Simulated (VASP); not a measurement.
Wanted: the native input for a VASP 6.6.1 run.

| Quantity | Value |
| --- | --- |
| Task | relaxation of the atoms |
| Functional | PBE |
| Potentials or basis | VASP PAW PBE potentials, release 64 (Zr_sv, N) |
| Cutoff | 520 eV |
| k mesh | 1 × 1 × 1 |
| Occupations | gaussian, width 0.1 eV |
| Spin | no spin polarisation |
| Dipole correction | no |
| Further INCAR settings | LREAL = Auto; ALGO = Normal; EDIFF = 1e-06; IBRION = 2; EDIFFG = -0.025; NSW = 65 |

The structure of Zr8N9 (a cell with a defect) lies in POSCAR:

```
Zr8N9
1.0
    0.0000000000      4.5945978679     -4.5945978679
    4.5945978679      4.5945978679      0.0000000000
    4.5945978679      0.0000000000     -4.5945978679
Zr N
8 9
Direct
    0.2500000000      0.7500000000      0.2500000000
    0.2500000000      0.2500000000      0.2500000000
    0.7500000000      0.7500000000      0.2500000000
    0.7500000000      0.2500000000      0.2500000000
    0.2500000000      0.7500000000      0.7500000000
    0.2500000000      0.2500000000      0.7500000000
    0.7500000000      0.7500000000      0.7500000000
    0.7500000000      0.2500000000      0.7500000000
    0.5000000000      0.5000000000      0.0000000000
    0.5000000000      0.0000000000      0.0000000000
    1.0000000000      0.5000000000      0.0000000000
    1.0000000000      0.0000000000      0.0000000000
    0.5000000000      0.5000000000      0.5000000000
    0.5000000000      0.0000000000      0.5000000000
    1.0000000000      0.5000000000      0.5000000000
    1.0000000000      0.0000000000      0.5000000000
    0.8750000000      0.3750000000      0.8750000000
```

The input as run:

INCAR

```
ALGO = Normal
EDIFF = 1E-6
EDIFFG = -0.025
ENCUT = 520
GGA = PE
IBRION = 2
ISIF = 2
ISMEAR = 0
LASPH = T
LCHARG = F
LREAL = Auto
LWAVE = F
NELM = 60
NSW = 65
PREC = Accurate
SIGMA = 0.1
```

KPOINTS

```
k-points
0
Gamma
  1 1 1
```

Potentials or basis: VASP PAW PBE potentials, release 64 (Zr_sv, N).

The run is started by

```console
$ cat potpaw_PBE.64/Zr_sv/POTCAR potpaw_PBE.64/N/POTCAR > POTCAR
$ mpirun -np 1 vasp_gam > vasp.out
```

It gave:

```yaml
Energy_gained_by_relaxing: 146.8 meV/atom
Ionic_steps: 8
Pressure_after_relaxing: 14.1 GPa
Largest_force_after_relaxing: 0.020 eV/Å
```

Caveat: the k points lie up to 1.18 Å⁻¹ apart.

It took 3.3 min on 1 thread of AMD EPYC 7R13 Processor (Zen 3), with other jobs on the host, peak memory 0.3 GiB.
